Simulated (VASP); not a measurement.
# In5O (R-3m) in VASP: notebook, part 2 of 2

VASP 6.6.1. The steps go on from the part before.

### Step 4. Relaxation of cell and atoms, PBE

INCAR reads:

```
SYSTEM = In5O
PREC = Accurate
ENCUT = 600
EDIFF = 1E-6
ISMEAR = 0
SIGMA = 0.1
LREAL = .FALSE.
LASPH = .TRUE.
NELM = 60
ALGO = Normal
ISIF = 3
LWAVE = .FALSE.
LCHARG = .FALSE.
GGA = PE
IBRION = 2
NSW = 90
EDIFFG = -0.04
```

KPOINTS reads:

```
regular mesh
0
G
  3 3 3
  0 0 0
```

POSCAR reads:

```
In5O
1.0
    3.8081469100      2.1986346400      2.8273201800
   -3.8081469100      2.1986346400      2.8273201800
    0.0000000000     -4.3972692900      2.8273201800
In O
5 1
Direct
    0.5000000000      0.0000000000      0.5000000000
    0.5000000000      0.5000000000      0.0000000000
    0.0000000000      0.5000000000      0.5000000000
    0.7992755600      0.7992755600      0.7992755600
    0.2007244400      0.2007244400      0.2007244400
    0.5000000000      0.5000000000      0.5000000000
```

Potentials or basis: VASP PAW PBE potentials, release 64 (In_d, O).

Command:

```bash
$ cat potpaw_PBE.64/In_d/POTCAR potpaw_PBE.64/O/POTCAR > POTCAR
$ mpirun -np 1 vasp_std > vasp.out
```

OUTCAR:

```text
SYSTEM = In5O
   PREC = Accurate
   ENCUT = 600
   EDIFF = 1E-6
   ISMEAR = 0
   LREAL = .FALSE.
   LASPH = .TRUE.
   NELM = 60
   ISIF = 3
   GGA = PE
   IBRION = 2
   NSW = 90
   EDIFFG = -0.04

 ion  position               nearest neighbor table
   1  0.500  0.000  0.500-   4 2.47   5 2.47   6 2.61   6 2.61   3 3.58   3 3.58   2 3.58   2 3.58
                             2 3.81   2 3.81   3 3.81   3 3.81
   2  0.500  0.500  0.000-   4 2.47   5 2.47   6 2.61   6 2.61   1 3.58   3 3.58   1 3.58   3 3.58
                             1 3.81   3 3.81   3 3.81   1 3.81
   3  0.000  0.500  0.500-   4 2.47   5 2.47   6 2.61   6 2.61   1 3.58   1 3.58   2 3.58   2 3.58
                             2 3.81   2 3.81   1 3.81   1 3.81
   4  0.799  0.799  0.799-   2 2.47   1 2.47   3 2.47   6 2.54   5 3.41
   5  0.201  0.201  0.201-   2 2.47   1 2.47   3 2.47   6 2.54   4 3.41
   6  0.500  0.500  0.500-   4 2.54   5 2.54   1 2.61   3 2.61   1 2.61   3 2.61   2 2.61   2 2.61

  LATTYP: Found a trigonal (rhomboedric) cell.
 ALAT       =     5.2277831409
 COS(alpha) =    -0.0612611259

  Lattice vectors:

 A1 = (   3.8081469100,   2.1986346400,   2.8273201800)
 A2 = (  -3.8081469100,   2.1986346400,   2.8273201800)
 A3 = (   0.0000000000,  -4.3972692900,   2.8273201800)

Analysis of symmetry for initial positions (statically):
=====================================================================
 Subroutine PRICEL returns:
 Original cell was already a primitive cell.

 Routine SETGRP: Setting up the symmetry group for a
 trigonal (rhombohedral) supercell.

 Subroutine GETGRP returns: Found 12 space group operations
 (whereof 12 operations were pure point group operations)
 out of a pool of 12 trial point group operations.

The static configuration has the point symmetry D_3d.

Analysis of symmetry for dynamics (positions and initial velocities):
=====================================================================
 Subroutine PRICEL returns:
 Original cell was already a primitive cell.

 Routine SETGRP: Setting up the symmetry group for a
 trigonal (rhombohedral) supercell.

 Subroutine GETGRP returns: Found 12 space group operations
 (whereof 12 operations were pure point group operations)
 out of a pool of 12 trial point group operations.

The dynamic configuration has the point symmetry D_3d.

 Subroutine INISYM returns: Found 12 space group operations
 (whereof 12 operations are pure point group operations),
 and found     1 'primitive' translations

----------------------------------------------------------------------------------------

                                     Primitive cell

  volume of cell :     142.0342

  direct lattice vectors                    reciprocal lattice vectors
     3.808146910  2.198634640  2.827320180     0.131297456  0.075804621  0.117897271
    -3.808146910  2.198634640  2.827320180    -0.131297456  0.075804621  0.117897271
     0.000000000 -4.397269290  2.827320180     0.000000000 -0.151609243  0.117897271

  length of vectors
     5.227783141  5.227783141  5.227783145     0.192055016  0.192055016  0.192055015

  position of ions in fractional coordinates (direct lattice)
     0.500000000  0.000000000  0.500000000
     0.500000000  0.500000000  1.000000000
     0.000000000  0.500000000  0.500000000
     0.799275560  0.799275560  0.799275560
     0.200724440  0.200724440  0.200724440
     0.500000000  0.500000000  0.500000000

  ion indices of the primitive-cell ions
   primitive index   ion index
                 1           1
                 2           2
                 3           3
                 4           4
                 5           5
                 6           6

----------------------------------------------------------------------------------------

 KPOINTS: regular mesh

Automatic generation of k-mesh.
 Grid dimensions read from file:
 generate k-points for:    3    3    3

 Generating k-lattice:

  Cartesian coordinates                     Fractional coordinates (reciprocal lattice)
     0.043765819  0.025268207  0.039299090     0.333333333  0.000000000 -0.000000000
    -0.043765819  0.025268207  0.039299090     0.000000000  0.333333333 -0.000000000
     0.000000000 -0.050536414  0.039299090    -0.000000000 -0.000000000  0.333333333

  Length of vectors
     0.064018339  0.064018339  0.064018338

  Shift w.r.t. Gamma in fractional coordinates (k-lattice)
     0.000000000  0.000000000  0.000000000

 Subroutine IBZKPT returns following result:
 ===========================================

 Found      6 irreducible k-points:

 Following reciprocal coordinates:
            Coordinates               Weight
  0.000000  0.000000  0.000000      1.000000
  0.333333  0.000000  0.000000      6.000000
  0.333333  0.333333  0.000000      6.000000
 -0.333333  0.333333  0.000000      6.000000
  0.333333  0.333333  0.333333      2.000000
 -0.333333  0.333333  0.333333      6.000000
   k-points           NKPTS =      6   k-points in BZ     NKDIM =      6   number of bands    NBANDS=     42
   number of dos      NEDOS =    301   number of ions     NIONS =      6
   total plane-waves  NPLWV =  74088
   dimension x,y,z NGX =    42 NGY =   42 NGZ =   42
   dimension x,y,z NGXF=    84 NGYF=   84 NGZF=   84
   ions per type =               5   1
   NGX,Y,Z   is equivalent  to a cutoff of  13.36, 13.36, 13.36 a.u.
   NGXF,Y,Z  is equivalent  to a cutoff of  26.71, 26.71, 26.71 a.u.
 SYSTEM =  In5O
   PREC   = accura    normal or accurate (medium, high low for compatibility)
   ISTART =      0    job   : 0-new  1-cont  2-samecut
   ICHARG =      2    charge: 1-file 2-atom 10-const
   ISPIN  =      1    spin polarized calculation?
   LNONCOLLINEAR =      F non collinear calculations
   LSORBIT =      F    spin-orbit coupling
   LASPH  =      T    aspherical Exc in radial PAW
   ENCUT  =  600.0 eV  44.10 Ry    6.64 a.u.  10.44 10.44 10.44*2*pi/ulx,y,z
   NELM   =     60;   NELMIN=  2; NELMDL= -5     # of ELM steps
   EDIFF  = 0.1E-05   stopping-criterion for ELM
   LREAL  =      F    real-space projection
   EDIFFG = -.4E-01   stopping-criterion for IOM
   NSW    =     90    number of steps for IOM
   IBRION =      2    ionic relax: 0-MD 1-quasi-New 2-CG
   NFREE  =      1    steps in history (QN), initial steepest desc. (CG)
   ISIF   =      3    stress and relaxation
   ISYM   =      2    0-nonsym 1-usesym 2-fastsym
   POTIM  = 0.5000    time-step for ionic-motion
   TEBEG  =    0.0;   TEEND  =   0.0 temperature during run
   PSTRESS=    0.0 pullay stress
   NELECT =      71.0000    total number of electrons
   NUPDOWN=      -1.0000    fix difference up-down
   EMIN   =  10.00;   EMAX   =-10.00  energy-range for DOS
   EFERMI =   0.00;   METHOD = LEGACY
   ISMEAR =     0;   SIGMA  =   0.10  broadening in eV -4-tet -1-fermi 0-gaus
   EFERMI_NEDOS =   21; number of points for ismear=-14 and -15
   IALGO  =     38    algorithm
   IMIX   =      4    mixing-type and parameters
     AMIX     =   0.40;   BMIX     =  1.00
     AMIX_MAG =   1.60;   BMIX_MAG =  1.00
  volume/ion in A,a.u.               =      23.67       159.75
  Fermi-wavevector in a.u.,A,eV,Ry     =   1.299262  2.455248 22.967733  1.688081
  Thomas-Fermi vector in A             =   2.430537
   LORBIT       =      0    0 simple, 1 ext, 2 COOP (PROOUT), +10 PAW based schemes
   GGA     = PE    functional components
   LHFCALC =     F    Hartree Fock is set to
   AEXX    =    0.0000 exact exchange contribution
   IVDW    =     0    specifies the selected vdW correction
   LEPSILON=     F    determine dielectric tensor
   LRPA    =     F    only Hartree local field effects (RPA)
 conjugate gradient relaxation of ions
 non-spin polarized calculation
 Gauss-broadening in eV      SIGMA  =   0.10
  energy-cutoff  :      600.00
  volume of cell :      142.03
 maximum number of plane-waves:      4769
 NGX is ok and might be reduce to    42
   NGX = 21   NGY = 21   NGZ = 21

--------------------------------------- Ionic step        1  -------------------------------------------

 number of electron      71.0000017 magnetization

 Free energy of the ion-electron system (eV)
  ---------------------------------------------------
  ext. energy  EPLUGINS =         0.00000000
  ---------------------------------------------------
  free energy    TOTEN  =       -14.67826581 eV

  energy without entropy =      -14.66679584  energy(sigma->0) =      -14.67253082

------------------------ aborting loop because EDIFF is reached ----------------------------------------

  FORCE on cell =-STRESS in cart. coord.  units (eV):
  Direction    XX          YY          ZZ          XY          YZ          ZX
  --------------------------------------------------------------------------------------
  -------------------------------------------------------------------------------------
  Total       18.6975897     18.6975897      9.8735147      0.0000000     -0.0000000      0.0000000
  in kB      210.9129292    210.9129292    111.3754197      0.0000000     -0.0000001      0.0000000
  external PRESSURE =     177.7337594 kB  Pullay stress =       0.0000000 kB
[... 381 lines left out ...]
     41       8.1476      0.00000
     42       8.8530      0.00000

[... ionic steps 4 to 30 ...]

--------------------------------------- Ionic step       31  -------------------------------------------

 number of electron      71.0000011 magnetization

 E-fermi :   6.2372     XC(G=0):  -9.9687
[... 352 lines left out ...]
--------------------------------------- Ionic step       33  -------------------------------------------

 number of electron      70.9999998 magnetization

 Free energy of the ion-electron system (eV)
  ---------------------------------------------------
  ext. energy  EPLUGINS =         0.00000000
  ---------------------------------------------------
  free energy    TOTEN  =       -18.32282374 eV

  energy without entropy =      -18.31783036  energy(sigma->0) =      -18.32032705

 E-fermi :   6.3960     XC(G=0): -10.0898

 val. band max:        6.2343194690   @ k =  -0.3333   0.3333   0.3333
 cond. band min:       6.4335934357   @ k =   0.0000   0.0000   0.0000
 fundamental gap:      0.1992739667
 Fermi energy:         6.3959556840
[... 301 lines left out ...]
  FREE ENERGIE OF THE ION-ELECTRON SYSTEM (eV)
  ---------------------------------------------------
  free  energy   TOTEN  =       -18.3228237447 eV

  energy  without entropy=      -18.3178303579  energy(sigma->0) =      -18.32032705

 reached required accuracy - stopping structural energy minimisation
```

CONTCAR:

```text
In5O
   1.00000000000000
     3.3258532041349365    1.9201822386049867    3.7530062244823652
    -3.3258532041349365    1.9201822386049867    3.7530062244823652
     0.0000000000000000   -3.8403644890249344    3.7530062270181399
  In              O
     5     1
Direct
     0.5000000000000000    0.0000000000000000    0.5000000000000000
     0.5000000000000000    0.5000000000000000    0.0000000000000000
     0.0000000000000000    0.5000000000000000    0.5000000000000000
     0.8735863616989408    0.8735863616989408    0.8735863617088800
     0.1264136383010593    0.1264136383010593    0.1264136382911199
     0.5000000000000000    0.5000000000000000    0.5000000000000000

  0.00000000E+00  0.00000000E+00  0.00000000E+00
  0.00000000E+00  0.00000000E+00  0.00000000E+00
  0.00000000E+00  0.00000000E+00  0.00000000E+00
  0.00000000E+00  0.00000000E+00  0.00000000E+00
  0.00000000E+00  0.00000000E+00  0.00000000E+00
  0.00000000E+00  0.00000000E+00  0.00000000E+00
```

It took 16 min on 1 thread of Intel Xeon Platinum 8559C (Emerald Rapids), shared host; peak memory 0.28 GiB.

What came out:

```
Free energy                           : -18.3228 eV
Relaxed volume                        : 23.97 Å³/atom
Relaxed cell                          : a = 5.370 Å, b = 5.370 Å, c = 5.370 Å, α = 76.54°, β = 76.54°, γ = 76.54°
Space group after relaxing (to 0.1 Å) : R-3m (No. 166)
Energy gained by relaxing             : 607.4 meV/atom
Ionic steps                           : 33
Pressure after relaxing               : 0.2 GPa
Largest force after relaxing          : 0.024 eV/Å
Band gap on the k mesh                : zero (an odd number of electrons rules out a gap without spin polarisation)
```

Forces on the atoms (eV/Å):
```
In   0.000  0.000  0.000
In   0.000  0.000  0.000
In   0.000  0.000  0.000
In   0.000  0.000  0.024
In   0.000  0.000 -0.024
O    0.000  0.000  0.000
```

The path:
```
step  energy change (eV)  largest force (eV/Å)  pressure (GPa)  volume (Å³)
   1              0.0000                5.0027           17.77       142.03
   2             -2.3788                0.2208           -3.71       202.87
   3             -2.5987                1.0028           -1.22       182.92
   4             -2.5996                0.9586           -1.38       183.81
   5             -2.7520                0.7956           -1.04       178.73
   6             -2.8558                0.0109            0.13       170.06
   7             -2.8591                0.2397           -0.17       171.72
   8             -2.8596                0.1789           -0.09       171.24
   9             -2.8775                0.1762           -0.06       170.31
  10             -2.9514                0.2354            0.07       167.43
  11             -3.1507                0.1525            0.26       161.36
  12             -3.1933                2.2475            1.63       148.08
  13             -3.2522                1.1413            0.80       154.26
  14             -3.2536                1.3483            0.94       153.01
  15             -3.2564                1.3602            0.93       152.90
  16             -3.2639                1.3970            0.93       152.56
  17             -3.2755                1.4741            0.89       151.86
  18             -3.2890                1.6514            0.79       150.42
  19             -3.2851                2.0392            0.88       147.33
  20             -3.2919                1.8875            0.77       148.84
  21             -3.3224                1.7396            0.65       148.81
  22             -3.3994                1.3650            0.44       148.70
  23             -3.5083                0.7794            0.21       148.35
  24             -3.6121                0.2360            0.05       147.20
  25             -3.6124                0.2970            0.04       147.08
  26             -3.6124                0.2671            0.04       147.14
  27             -3.6151                0.2625           -0.02       147.16
  28             -3.6220                0.2494           -0.18       147.23
  29             -3.6308                0.2277           -0.49       147.32
  30             -3.6261                0.1581           -1.02       147.31
  31             -3.6331                0.2093           -0.64       147.34
  32             -3.6393                0.1619           -0.43       146.32
  33             -3.6446                0.0239            0.16       143.81
```

Final structure:
```yaml
crystal:
  lattice:
    - [3.32585, 1.92018, 3.75301]
    - [-3.32585, 1.92018, 3.75301]
    - [0.00000, -3.84036, 3.75301]
  atoms:
    - { symbol: In, position: [0.50000, 0.00000, 0.50000] }
    - { symbol: In, position: [0.50000, 0.50000, 0.00000] }
    - { symbol: In, position: [0.00000, 0.50000, 0.50000] }
    - { symbol: In, position: [0.87359, 0.87359, 0.87359] }
    - { symbol: In, position: [0.12641, 0.12641, 0.12641] }
    - { symbol: O, position: [0.50000, 0.50000, 0.50000] }
```

Levels at points of the mesh, in eV from the Fermi level:
```
           k point  band 32  band 33  band 34  band 35  band 36  band 37  band 38  band 39
(0.00, 0.00, 0.00)    -2.81    -2.57    -2.41     0.04     0.04     1.58     2.05     2.17
```

Caveat: the k points lie up to 0.41 Å⁻¹ apart in the final cell, too coarse for converged energies and pressures of a metal; spin-orbit coupling is left out, which moves the levels of the heavy elements; an odd number of electrons without spin polarisation forces a metal; a magnetic or distorted state may lie lower.

### Step 5. Overview

```tsv
task	cell	cutoff (eV)	gap on the mesh (eV)	pressure (GPa)	largest force (eV/Å)
single point	a = 5.228 Å, angles 93.5°, 6 atoms, atomic positions A	520	none	17.8	5.00
single point	a = 5.388 Å, angles 76.3°, 6 atoms, atomic positions B	520	none	0.0	0.03
relaxation of cell and atoms	relaxed from a = 5.228 Å, angles 93.5°, 6 atoms, atomic positions A	600	none	0.2	0.02
```

Alike in all rows: level PBE; potentials or basis VASP PAW PBE potentials, release 64 (In_d, O); no spin polarisation; k mesh 3 × 3 × 3; smearing gaussian 0.1 eV.

Caveats: all runs use coarse meshes; spin-orbit coupling is left out, which moves the levels of the heavy elements; an odd number of electrons without spin polarisation forces a metal; a magnetic or distorted state may lie lower.

Total energies depend on the potentials used, so only differences within one code and one set of settings carry meaning.
